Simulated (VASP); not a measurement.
A run of VASP 6.6.1 is set up as follows.

Contents of POSCAR:

```
SiC
1.0
    0.0000000000      2.1934308841      2.1934308841
    2.1934308841      0.0000000000      2.1934308841
    2.1934308841      2.1934308841      0.0000000000
Si C
1 1
Direct
    0.0000000000      0.0000000000      0.0000000000
    0.2500000000      0.2500000000      0.2500000000
```

File INCAR.step1:

```
SYSTEM = SiC
PREC = Accurate
ENCUT = 520
ISMEAR = 0
SIGMA = 0.01
LREAL = .FALSE.
LASPH = .TRUE.
NELM = 100
NBANDS = 11
GGA = PE
ALGO = Normal
EDIFF = 1E-4
LWAVE = .TRUE.
LCHARG = .FALSE.
```

INCAR.step2

```
SYSTEM = SiC
PREC = Accurate
ENCUT = 520
EDIFF = 1E-6
ISMEAR = 0
SIGMA = 0.01
LREAL = .FALSE.
LASPH = .TRUE.
NELM = 100
ALGO = Normal
ISIF = 2
LWAVE = .FALSE.
LCHARG = .TRUE.
METAGGA = R2SCAN
LMIXTAU = .TRUE.
LELF = .TRUE.
LVHAR = .TRUE.
NBANDS = 11
ISTART = 1
```

Contents of KPOINTS:

```
Automatic mesh
0
G
  8 8 8
  0 0 0
```

Potentials or basis: VASP PAW PBE potentials, release 64 (Si, C).

Command:

```sh
$ cat potpaw_PBE.64/Si/POTCAR potpaw_PBE.64/C/POTCAR > POTCAR
$ cp INCAR.step1 INCAR
$ mpirun -np 1 vasp_std > vasp.out
$ cp INCAR.step2 INCAR
$ mpirun -np 1 vasp_std > vasp.out
```

Q: Estimate the band gap on the k mesh.

A: 1.74 eV, indirect (least direct gap 5.03 eV).

Q: What does it give for the pressure?

A: -4.7 GPa.

Caveat: the PAW data sets were made with another functional, which shifts forces and pressure a little. A k mesh can miss the band edges.
